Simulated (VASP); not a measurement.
# Se (R-3m) in VASP: notebook, part 2 of 4

VASP 6.6.1. The steps go on from the part before.

## (3) Single point, PBE (volume scaled by 0.7)

Input file INCAR:

```
PREC = Accurate
ENCUT = 520
EDIFF = 1E-6
ISMEAR = -1
SIGMA = 0.08
LREAL = False
LASPH = True
NELM = 60
ALGO = Normal
ISIF = 2
LWAVE = False
LCHARG = False
GGA = PE
NBANDS = 13
```

Input file KPOINTS:

```
regular mesh
0
Gamma
  13 13 13
```

Input file POSCAR:

```
Se
1.0
    1.7766107764     -1.0257267100      2.9038984747
    0.0000000000      2.0514534200      2.9038984747
   -1.7766107764     -1.0257267100      2.9038984747
Se
2
Direct
    0.2500000000      0.2500000000      0.2500000000
   -0.2500000000     -0.2500000000     -0.2500000000
```

Potentials or basis: VASP PAW PBE potentials, release 64 (Se).

The run is started by

```
$ cat potpaw_PBE.64/Se/POTCAR > POTCAR
$ mpirun -np 1 vasp_std > vasp.out
```

OUTCAR:

```text
PREC = Accurate
   ENCUT = 520
   EDIFF = 1E-6
   ISMEAR = -1
   LREAL = False
   LASPH = True
   NELM = 60
   ISIF = 2
   GGA = PE

 ion  position               nearest neighbor table
   1  0.250  0.250  0.250-   2 2.51   2 2.51   2 2.51   2 2.51   2 2.51   2 2.51
   2  0.750  0.750  0.750-   1 2.51   1 2.51   1 2.51   1 2.51   1 2.51   1 2.51

  LATTYP: Found a trigonal (rhomboedric) cell.
 ALAT       =     3.5554307033
 COS(alpha) =     0.5006211524

  Lattice vectors:

 A1 = (   1.7766107764,  -1.0257267100,   2.9038984747)
 A2 = (   0.0000000000,   2.0514534200,   2.9038984747)
 A3 = (  -1.7766107764,  -1.0257267100,   2.9038984747)

Analysis of symmetry for initial positions (statically):
=====================================================================
 Subroutine PRICEL returns following result:

  LATTYP: Found a trigonal (rhomboedric) cell.
 ALAT       =     2.5132882290
 COS(alpha) =     0.0006215384

  Lattice vectors:

 A1 = (   1.7766107764,   1.0257267100,   1.4519492374)
 A2 = (  -1.7766107764,   1.0257267100,   1.4519492373)
 A3 = (   0.0000000000,  -2.0514534200,   1.4519492374)

   2 primitive cells build up your supercell.

 Routine SETGRP: Setting up the symmetry group for a
 trigonal (rhombohedral) supercell.

 Subroutine GETGRP returns: Found 12 space group operations
 (whereof 12 operations were pure point group operations)
 out of a pool of 12 trial point group operations.

The static configuration has the point symmetry D_3d.

Analysis of symmetry for dynamics (positions and initial velocities):
=====================================================================
 Subroutine PRICEL returns following result:

  LATTYP: Found a trigonal (rhomboedric) cell.
 ALAT       =     2.5132882290
 COS(alpha) =     0.0006215384

  Lattice vectors:

 A1 = (   1.7766107764,   1.0257267100,   1.4519492374)
 A2 = (  -1.7766107764,   1.0257267100,   1.4519492373)
 A3 = (   0.0000000000,  -2.0514534200,   1.4519492374)

   2 primitive cells build up your supercell.

 Routine SETGRP: Setting up the symmetry group for a
 trigonal (rhombohedral) supercell.

 Subroutine GETGRP returns: Found 12 space group operations
 (whereof 12 operations were pure point group operations)
 out of a pool of 12 trial point group operations.

The dynamic configuration has the point symmetry D_3d.

 Subroutine INISYM returns: Found 12 space group operations
 (whereof 12 operations are pure point group operations),
 and found     2 'primitive' translations

----------------------------------------------------------------------------------------

                                     Primitive cell

  volume of cell :      15.8755

  direct lattice vectors                    reciprocal lattice vectors
     1.776610776  1.025726710  1.451949237     0.281434745  0.162486426  0.229576437
    -1.776610776  1.025726710  1.451949237    -0.281434745  0.162486426  0.229576437
     0.000000000 -2.051453420  1.451949237    -0.000000000 -0.324972851  0.229576437

  length of vectors
     2.513288229  2.513288229  2.513288229     0.397885278  0.397885278  0.397885278

  position of ions in fractional coordinates (direct lattice)
     0.500000000  0.500000000  0.500000000

  ion indices of the primitive-cell ions
   primitive index   ion index
[... 31 lines left out ...]
  0.076923 -0.000000 -0.000000      6.000000
  0.153846 -0.000000  0.000000      6.000000
  0.230769 -0.000000  0.000000      6.000000
  0.307692 -0.000000  0.000000      6.000000
  0.384615 -0.000000  0.000000      6.000000
[... 16 lines left out ...]
  0.384615  0.153846  0.000000     12.000000
  0.461538  0.153846  0.000000     12.000000
 [... further k-points ...]
   k-points           NKPTS =    231   k-points in BZ     NKDIM =    231   number of bands    NBANDS=     13
   number of dos      NEDOS =    301   number of ions     NIONS =      2
   total plane-waves  NPLWV =  21952
   dimension x,y,z NGX =    28 NGY =   28 NGZ =   28
   dimension x,y,z NGXF=    56 NGYF=   56 NGZF=   56
   ions per type =               2
   NGX,Y,Z   is equivalent  to a cutoff of  13.09, 13.09, 13.09 a.u.
   NGXF,Y,Z  is equivalent  to a cutoff of  26.18, 26.18, 26.18 a.u.
 SYSTEM =  unknown system
   PREC   = accura    normal or accurate (medium, high low for compatibility)
   ISTART =      0    job   : 0-new  1-cont  2-samecut
   ICHARG =      2    charge: 1-file 2-atom 10-const
   ISPIN  =      1    spin polarized calculation?
   LNONCOLLINEAR =      F non collinear calculations
   LSORBIT =      F    spin-orbit coupling
   LASPH  =      T    aspherical Exc in radial PAW
   ENCUT  =  520.0 eV  38.22 Ry    6.18 a.u.   6.61  6.61  6.61*2*pi/ulx,y,z
   NELM   =     60;   NELMIN=  2; NELMDL= -5     # of ELM steps
   EDIFF  = 0.1E-05   stopping-criterion for ELM
   LREAL  =      F    real-space projection
   EDIFFG = 0.1E-04   stopping-criterion for IOM
   NSW    =      0    number of steps for IOM
   IBRION =     -1    ionic relax: 0-MD 1-quasi-New 2-CG
   NFREE  =      0    steps in history (QN), initial steepest desc. (CG)
   ISIF   =      2    stress and relaxation
   ISYM   =      2    0-nonsym 1-usesym 2-fastsym
   POTIM  = 0.5000    time-step for ionic-motion
   TEBEG  =    0.0;   TEEND  =   0.0 temperature during run
   PSTRESS=    0.0 pullay stress
   NELECT =      12.0000    total number of electrons
   NUPDOWN=      -1.0000    fix difference up-down
   EMIN   =  10.00;   EMAX   =-10.00  energy-range for DOS
   EFERMI =   0.00;   METHOD = LEGACY
   ISMEAR =    -1;   SIGMA  =   0.08  broadening in eV -4-tet -1-fermi 0-gaus
   EFERMI_NEDOS =   21; number of points for ismear=-14 and -15
   IALGO  =     38    algorithm
   IMIX   =      4    mixing-type and parameters
     AMIX     =   0.40;   BMIX     =  1.00
     AMIX_MAG =   1.60;   BMIX_MAG =  1.00
  volume/ion in A,a.u.               =      15.88       107.13
  Fermi-wavevector in a.u.,A,eV,Ry     =   1.183631  2.236738 19.061525  1.400983
  Thomas-Fermi vector in A             =   2.319862
   LORBIT       =      0    0 simple, 1 ext, 2 COOP (PROOUT), +10 PAW based schemes
   GGA     = PE    functional components
   LHFCALC =     F    Hartree Fock is set to
   AEXX    =    0.0000 exact exchange contribution
   IVDW    =     0    specifies the selected vdW correction
   LEPSILON=     F    determine dielectric tensor
   LRPA    =     F    only Hartree local field effects (RPA)
 non-spin polarized calculation
  energy-cutoff  :      520.00
  volume of cell :       31.75
 maximum number of plane-waves:       881
   NGX = 13   NGY = 13   NGZ = 13

 number of electron      12.0000001 magnetization

 Free energy of the ion-electron system (eV)
  ---------------------------------------------------
  ext. energy  EPLUGINS =         0.00000000
  ---------------------------------------------------
  free energy    TOTEN  =        -4.94859761 eV

  energy without entropy =       -4.93505691  energy(sigma->0) =       -4.94182726

 E-fermi :   9.7932     XC(G=0): -11.5651

 val. band max:        9.7791420743   @ k =   0.2308   0.2308  -0.0000
 cond. band min:       9.8553453622   @ k =  -0.4615   0.2308  -0.0000
 fundamental gap:      0.0762032878
 Fermi energy:         9.7931629172

 k-point     1 :       0.0000    0.0000    0.0000
  band No.  band energies     occupation
      1     -10.2286      2.00000
      2       1.4594      2.00000
      3       4.7607      2.00000
      4       4.7757      2.00000
      5       4.7757      2.00000
      6      11.6752      0.00000
      7      11.6752      0.00000
      8      11.6817      0.00000
      9      13.9521      0.00000
     10      13.9695      0.00000
     11      13.9695      0.00000
     12      16.7164      0.00000
     13      16.7164      0.00000
[... 354 lines left out ...]
  band No.  band energies     occupation
      1      -7.3226      2.00000
      2      -4.7196      2.00000
      3       3.3529      2.00000
      4       3.8473      2.00000
      5       4.5387      2.00000
      6       9.2130      1.99858
      7      10.1572      0.02092
      8      10.4199      0.00079
      9      14.8910      0.00000
     10      20.6516      0.00000
     11      20.6936      0.00000
     12      21.2914      0.00000
     13      22.0154      0.00000

 [... further k-points ...]
[... 5 lines left out ...]
  --------------------------------------------------------------------------------------
  -------------------------------------------------------------------------------------
  Total       11.0834948     11.0834948     11.1016154      0.0000000      0.0000000      0.0000000
  in kB      559.2817752    559.2817752    560.1961544      0.0000000      0.0000000      0.0000000
  external PRESSURE =     559.5865683 kB  Pullay stress =       0.0000000 kB

 VOLUME and BASIS-vectors are now :
 -----------------------------------------------------------------------------
  energy-cutoff  :      520.00
  volume of cell :       31.75
      direct lattice vectors                 reciprocal lattice vectors
     1.776610776 -1.025726710  2.903898475     0.281434745 -0.162486426  0.114788219
     0.000000000  2.051453420  2.903898475     0.000000000  0.324972851  0.114788219
    -1.776610776 -1.025726710  2.903898475    -0.281434745 -0.162486426  0.114788219

 POSITION                                       TOTAL-FORCE (eV/Angst)
 -----------------------------------------------------------------------------------
      0.00000      0.00000      2.17792        -0.000000     -0.000000      0.000000
      0.00000      0.00000      6.53377         0.000000      0.000000      0.000000
 -----------------------------------------------------------------------------------
    total drift:                               -0.000000     -0.000000     -0.000000

  FREE ENERGIE OF THE ION-ELECTRON SYSTEM (eV)
  ---------------------------------------------------
  free  energy   TOTEN  =        -4.9485976082 eV

  energy  without entropy=       -4.9350569076  energy(sigma->0) =       -4.94182726
```

stdout:

```text
POSCAR found type information on POSCAR Se
 POSCAR found :  1 types and       2 ions
 scaLAPACK will be used
 LDA part: xc-table for (Slater+PW92), standard interpolation
 POSCAR, INCAR and KPOINTS ok, starting setup
 FFT: planning ... GRIDC
 FFT: planning ... GRID_SOFT
 FFT: planning ... GRID
 WAVECAR not read
 entering main loop
```

Wall time 40 s (1 thread of AMD EPYC 9R45 (Zen 5), shared host); peak memory 0.18 GiB.

What came out:

```
Free energy            : -4.9486 eV
Pressure               : 56.0 GPa
Band gap on the k mesh : zero (band 6 reaches 11.68 eV, above the bottom of band 7 at 7.17 eV)
```

Stress tensor (GPa, compression positive):
```
55.93  0.00  0.00
 0.00 55.93  0.00
 0.00  0.00 56.02
```

Levels at points of the mesh, in eV from the Fermi level:
| k point | band 4 | band 5 | band 6 | band 7 | band 8 | band 9 |
| --- | --- | --- | --- | --- | --- | --- |
| (0.00, 0.00, 0.00) | -5.02 | -5.02 | 1.88 | 1.88 | 1.89 | 4.16 |

(Part 2 of 4 ends here.)
